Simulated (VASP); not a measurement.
# Mg8Si4HO in VASP: notebook, part 2 of 2

VASP 6.6.1. Earlier steps stand in the parts before.

### 4 Single point, PBEsol

INCAR

```
PREC = Accurate
ENCUT = 520
EDIFF = 1E-6
ISMEAR = 0
SIGMA = 0.1
LREAL = False
LASPH = True
NELM = 60
ALGO = Normal
ISIF = 2
LWAVE = False
LCHARG = False
GGA = PS
NBANDS = 32
```

KPOINTS

```
regular mesh
0
Gamma
  3 3 1
```

POSCAR

```
Mg8Si4HO
1.0
    6.3910000000      0.0000000000      0.0000000000
    0.0000000000      6.3910000000      0.0000000000
    0.0000000000      0.0000000000     15.7932500000
Mg Si O H
8 4 1 1
Direct
    0.2535778438      0.7323561258      0.3534179475
    0.1534637772      0.1671018620      0.3386405585
    0.2540583633      0.2490787044      0.1491669542
    0.2487355656      0.7482525426      0.1504845424
    0.7483257706      0.7470428728      0.1523626866
    0.7482864966      0.2445061806      0.1476632105
    0.6686914411      0.3313749022      0.3385325376
    0.7868006572      0.7933292130      0.3558795688
    0.0000000000      0.0000000000      0.0633181897
    0.0009447661      0.4906787670      0.2573636839
    0.5012292286      0.0017462056      0.2620577145
    0.5000000000      0.5000000000      0.0633181897
    0.0399432014      0.9257734314      0.3913766324
   -0.3968170865      0.5800641527      0.4101243253
```

Potentials or basis: VASP PAW PBE potentials, release 64 (Mg, Si, O, H).

On the command line:

```console
cat potpaw_PBE.64/Mg/POTCAR potpaw_PBE.64/Si/POTCAR potpaw_PBE.64/O/POTCAR potpaw_PBE.64/H/POTCAR > POTCAR
mpirun -np 1 vasp_std > vasp.out
```

OUTCAR:

```text
PREC = Accurate
   ENCUT = 520
   EDIFF = 1E-6
   ISMEAR = 0
   LREAL = False
   LASPH = True
   NELM = 60
   ISIF = 2
   GGA = PS

 ion  position               nearest neighbor table
   1  0.254  0.732  0.353-  13 1.94  10 2.70  11 2.75   2 2.86   8 3.01   4 3.21   8 3.43
   2  0.153  0.167  0.339-  13 1.90  10 2.62  11 2.74   1 2.86   3 3.11   7 3.27   8 3.36   7 3.46

   3  0.254  0.249  0.149-  12 2.62   9 2.65  10 2.81  11 2.86   2 3.11   6 3.16   4 3.19   4 3.20
                             6 3.23
   4  0.249  0.748  0.150-  12 2.64   9 2.65  10 2.84  11 2.89   3 3.19   5 3.19   5 3.20   3 3.20
                             1 3.21
   5  0.748  0.747  0.152-  12 2.64   9 2.68  10 2.84  11 2.85   6 3.18   4 3.19   4 3.20   6 3.21
                             8 3.24
   6  0.748  0.245  0.148-   9 2.61  12 2.64  10 2.84  11 2.86   7 3.11   3 3.16   5 3.18   5 3.21
                             3 3.23
   7  0.669  0.331  0.339-  14 1.99  11 2.65  10 2.68   8 3.06   6 3.11   2 3.27   2 3.46   8 3.53

   8  0.787  0.793  0.356-  13 1.91  14 1.99  11 2.70  10 2.83   1 3.01   7 3.06   5 3.24   2 3.36
                             1 3.43   7 3.53
   9  0.000  0.000  0.063-   6 2.61   3 2.65   4 2.65   5 2.68
  10  0.001  0.491  0.257-   2 2.62   7 2.68   1 2.70   3 2.81   8 2.83   5 2.84   4 2.84   6 2.84

  11  0.501  0.002  0.262-   7 2.65   8 2.70   2 2.74   1 2.75   5 2.85   6 2.86   3 2.86   4 2.89

  12  0.500  0.500  0.063-   3 2.62   6 2.64   5 2.64   4 2.64
  13  0.040  0.926  0.391-   2 1.90   8 1.91   1 1.94
  14  0.603  0.580  0.410-   8 1.99   7 1.99

  LATTYP: Found a simple tetragonal cell.
 ALAT       =     6.3910000000
 C/A-ratio  =     2.4711703959

  Lattice vectors:

 A1 = (   6.3910000000,   0.0000000000,   0.0000000000)
 A2 = (   0.0000000000,   6.3910000000,   0.0000000000)
 A3 = (   0.0000000000,   0.0000000000,  15.7932500000)

Analysis of symmetry for initial positions (statically):
=====================================================================
 Subroutine PRICEL returns:
 Original cell was already a primitive cell.

 Routine SETGRP: Setting up the symmetry group for a
 simple tetragonal supercell.

 Subroutine GETGRP returns: Found  1 space group operations
 (whereof  1 operations were pure point group operations)
 out of a pool of 16 trial point group operations.

The static configuration has the point symmetry C_1 .

Analysis of symmetry for dynamics (positions and initial velocities):
=====================================================================
 Subroutine PRICEL returns:
 Original cell was already a primitive cell.

 Routine SETGRP: Setting up the symmetry group for a
 simple tetragonal supercell.

 Subroutine GETGRP returns: Found  1 space group operations
 (whereof  1 operations were pure point group operations)
 out of a pool of 16 trial point group operations.

The dynamic configuration has the point symmetry C_1 .

 Subroutine INISYM returns: Found  1 space group operations
 (whereof  1 operations are pure point group operations),
 and found     1 'primitive' translations

----------------------------------------------------------------------------------------

                                     Primitive cell

  volume of cell :     645.0734

[... 80 lines left out ...]
   NGX,Y,Z   is equivalent  to a cutoff of  12.49, 12.49, 12.63 a.u.
   NGXF,Y,Z  is equivalent  to a cutoff of  24.97, 24.97, 25.26 a.u.
 SYSTEM =  unknown system
   PREC   = accura    normal or accurate (medium, high low for compatibility)
   ISTART =      0    job   : 0-new  1-cont  2-samecut
   ICHARG =      2    charge: 1-file 2-atom 10-const
   ISPIN  =      1    spin polarized calculation?
   LNONCOLLINEAR =      F non collinear calculations
   LSORBIT =      F    spin-orbit coupling
   LASPH  =      T    aspherical Exc in radial PAW
   ENCUT  =  520.0 eV  38.22 Ry    6.18 a.u.  11.88 11.88 29.36*2*pi/ulx,y,z
   NELM   =     60;   NELMIN=  2; NELMDL= -5     # of ELM steps
   EDIFF  = 0.1E-05   stopping-criterion for ELM
   LREAL  =      F    real-space projection
   EDIFFG = 0.1E-04   stopping-criterion for IOM
   NSW    =      0    number of steps for IOM
   IBRION =     -1    ionic relax: 0-MD 1-quasi-New 2-CG
   NFREE  =      0    steps in history (QN), initial steepest desc. (CG)
   ISIF   =      2    stress and relaxation
   ISYM   =      2    0-nonsym 1-usesym 2-fastsym
   POTIM  = 0.5000    time-step for ionic-motion
   TEBEG  =    0.0;   TEEND  =   0.0 temperature during run
   PSTRESS=    0.0 pullay stress
   NELECT =      39.0000    total number of electrons
   NUPDOWN=      -1.0000    fix difference up-down
   EMIN   =  10.00;   EMAX   =-10.00  energy-range for DOS
   EFERMI =   0.00;   METHOD = LEGACY
   ISMEAR =     0;   SIGMA  =   0.10  broadening in eV -4-tet -1-fermi 0-gaus
   EFERMI_NEDOS =   21; number of points for ismear=-14 and -15
   IALGO  =     38    algorithm
   IMIX   =      4    mixing-type and parameters
     AMIX     =   0.40;   BMIX     =  1.00
     AMIX_MAG =   1.60;   BMIX_MAG =  1.00
  volume/ion in A,a.u.               =      46.08       310.94
  Fermi-wavevector in a.u.,A,eV,Ry     =   0.642530  1.214205  5.617092  0.412845
  Thomas-Fermi vector in A             =   1.709230
   LORBIT       =      0    0 simple, 1 ext, 2 COOP (PROOUT), +10 PAW based schemes
   GGA     = PS    functional components
   LHFCALC =     F    Hartree Fock is set to
   AEXX    =    0.0000 exact exchange contribution
   IVDW    =     0    specifies the selected vdW correction
   LEPSILON=     F    determine dielectric tensor
   LRPA    =     F    only Hartree local field effects (RPA)
 non-spin polarized calculation
 Gauss-broadening in eV      SIGMA  =   0.10
  energy-cutoff  :      520.00
  volume of cell :      645.07
 maximum number of plane-waves:     17375
   NGX = 23   NGY = 23   NGZ = 59

 number of electron      38.9999998 magnetization

 Free energy of the ion-electron system (eV)
  ---------------------------------------------------
  ext. energy  EPLUGINS =         0.00000000
  ---------------------------------------------------
  free energy    TOTEN  =       -45.00755206 eV

  energy without entropy =      -44.96330848  energy(sigma->0) =      -44.98543027

 E-fermi :  -1.2646     XC(G=0):  -4.6175

 val. band max:       -1.3093040602   @ k =   0.0000   0.3333   0.0000
 cond. band min:      -1.2604853579   @ k =  -0.3333   0.3333   0.0000
 fundamental gap:      0.0488187022
 Fermi energy:        -1.2645894360

 k-point     1 :       0.0000    0.0000    0.0000
  band No.  band energies     occupation
      1     -18.7965      2.00000
      2      -9.6286      2.00000
      3      -8.2488      2.00000
      4      -8.1297      2.00000
      5      -7.4680      2.00000
      6      -6.0190      2.00000
[... 159 lines left out ...]
     30       2.6982      0.00000
     31       2.7203      0.00000
 [bands above 31 left out]

------------------------ aborting loop because EDIFF is reached ----------------------------------------

  FORCE on cell =-STRESS in cart. coord.  units (eV):
  Direction    XX          YY          ZZ          XY          YZ          ZX
  --------------------------------------------------------------------------------------
  -------------------------------------------------------------------------------------
  Total       -1.9544670     -0.9835004     -1.0935314     -0.1677380      0.0958153     -0.7208222
  in kB       -4.8543353     -2.4427330     -2.7160183     -0.4166131      0.2379777     -1.7903156
  external PRESSURE =      -3.3376955 kB  Pullay stress =       0.0000000 kB

 VOLUME and BASIS-vectors are now :
 -----------------------------------------------------------------------------
  energy-cutoff  :      520.00
  volume of cell :      645.07
      direct lattice vectors                 reciprocal lattice vectors
     6.391000000  0.000000000  0.000000000     0.156470036  0.000000000  0.000000000
     0.000000000  6.391000000  0.000000000     0.000000000  0.156470036  0.000000000
     0.000000000  0.000000000 15.793250000     0.000000000  0.000000000  0.063318190

 POSITION                                       TOTAL-FORCE (eV/Angst)
 -----------------------------------------------------------------------------------
      1.62062      4.68049      5.58162         0.120598     -0.063156      0.033483
      0.98079      1.06795      5.34824        -0.079860     -0.065258     -0.038685
      1.62369      1.59186      2.35583         0.005261      0.004478     -0.004316
      1.58967      4.78208      2.37664         0.012361      0.014397      0.009047
      4.78255      4.77435      2.40630        -0.001344     -0.000846     -0.013814
      4.78230      1.56264      2.33208         0.016021      0.012350      0.008610
      4.27361      2.11782      5.34653        -0.182229      0.253629     -0.034043
      5.02844      5.07017      5.62049         0.074505      0.097576     -0.008253
      0.00000      0.00000      1.00000         0.017333     -0.223547      0.179052
      0.00604      3.13593      4.06461         0.022668      0.027093     -0.002190
      3.20336      0.01116      4.13874         0.028325      0.037665     -0.001380
      3.19550      3.19550      1.00000         0.085480      0.116482      0.009211
      0.25528      5.91662      6.18111         0.095274     -0.092912      0.076895
      3.85494      3.70719      6.47720        -0.214394     -0.117953     -0.213616
 -----------------------------------------------------------------------------------
    total drift:                               -0.000410     -0.000405     -0.000234

  FREE ENERGIE OF THE ION-ELECTRON SYSTEM (eV)
  ---------------------------------------------------
  free  energy   TOTEN  =       -45.0075520628 eV

  energy  without entropy=      -44.9633084830  energy(sigma->0) =      -44.98543027
```

Run time: 6.9 min. Hardware: 1 thread of AMD EPYC 7R13, shared host; peak memory 0.6 GiB.

Results:

```
Free energy   : -45.0076 eV
Largest force : 0.325 eV/Å
```

Forces in eV/Å, atoms in the order of the input:
```
Mg   0.121 -0.063  0.033
Mg  -0.080 -0.065 -0.039
Mg   0.005  0.004 -0.004
Mg   0.012  0.014  0.009
Mg  -0.001 -0.001 -0.014
Mg   0.016  0.012  0.009
Mg  -0.182  0.254 -0.034
Mg   0.075  0.098 -0.008
Si   0.017 -0.224  0.179
Si   0.023  0.027 -0.002
Si   0.028  0.038 -0.001
Si   0.085  0.116  0.009
O    0.095 -0.093  0.077
H   -0.214 -0.118 -0.214
```

Caveat: the PAW data sets were made with another functional, which shifts forces and pressure a little; an odd number of electrons without spin polarisation forces a metal; a magnetic or distorted state may lie lower.

### 5 Single point, PBEsol

INCAR

```
PREC     = Accurate       # precision mode
ENCUT    = 520            # plane-wave cutoff, eV
EDIFF    = 1E-6           # SCF threshold, eV
ISMEAR   = 0              # smearing method
SIGMA    = 0.1            # smearing width, eV
LREAL    = False          # projectors in reciprocal space
LASPH    = True           # aspherical terms in the spheres
NELM     = 80             # most SCF steps
ALGO     = Normal         # electronic algorithm
ISIF     = 2              # what is computed and relaxed
LWAVE    = False          # write WAVECAR
LCHARG   = False          # write CHGCAR
GGA      = PS             # functional
NBANDS   = 32             # bands
```

KPOINTS

```
Automatic mesh
0
Gamma
  3 3 1
```

POSCAR

```
Mg8Si4HO
1.0
    6.3910000000      0.0000000000      0.0000000000
    0.0000000000      6.3910000000      0.0000000000
    0.0000000000      0.0000000000     15.7932500000
Mg Si O H
8 4 1 1
Direct
    0.2291303395      0.7568524488      0.3551221566
    0.0917133469      0.1788457205      0.3279823342
    0.2370483492      0.2633806916      0.1419610910
    0.2457235174      0.7527950243      0.1508940212
    0.7338189642      0.7656642153      0.1463380242
    0.7522228133      0.2451328431      0.1432456904
    0.5370550775      0.4413508058      0.2806183654
    0.7562478485      0.8239166015      0.3510787837
    0.0000000000      0.0000000000      0.0633181897
   -0.0280460022      0.5199519637      0.2534711981
    0.4733196683      0.0275357534      0.2564929954
    0.5000000000      0.5000000000      0.0633181897
    0.0104633078      0.9414439055      0.3915803904
   -0.5038305430      0.6136152402      0.3822441866
```

On the command line:

```console
cat potpaw_PBE.64/Mg/POTCAR potpaw_PBE.64/Si/POTCAR potpaw_PBE.64/O/POTCAR potpaw_PBE.64/H/POTCAR > POTCAR
mpirun -np 1 vasp_std > vasp.out
```

Wall time 6.5 min (1 thread of AMD EPYC 7R13, shared host); peak memory 0.6 GiB.

It converged, with:

```yaml
Free_energy: -45.3514 eV
Largest_force: 0.302 eV/Å
```

Forces on the atoms (eV/Å):
```
Mg  -0.005 -0.002 -0.019
Mg  -0.005  0.000 -0.011
Mg  -0.004  0.008  0.002
Mg   0.003 -0.008  0.001
Mg  -0.006  0.002  0.002
Mg   0.009 -0.006 -0.004
Mg  -0.007  0.013  0.001
Mg   0.008  0.006 -0.017
Si   0.049 -0.279 -0.103
Si   0.005 -0.005  0.023
Si  -0.008 -0.003  0.026
Si  -0.046  0.280  0.087
O   -0.002 -0.002  0.008
H    0.008 -0.004  0.005
```

Levels at points of the mesh, in eV from the Fermi level:
```
           k point  band 15  band 16  band 17  band 18  band 19  band 20  band 21  band 22  band 23  band 24
(0.00, 0.00, 0.00)    -1.47    -1.18    -1.10    -0.88    -0.25     0.24     0.33     1.02     1.19     1.78
```

Caveat: the PAW data sets were made with another functional, which shifts forces and pressure a little; an odd number of electrons without spin polarisation forces a metal; a magnetic or distorted state may lie lower.
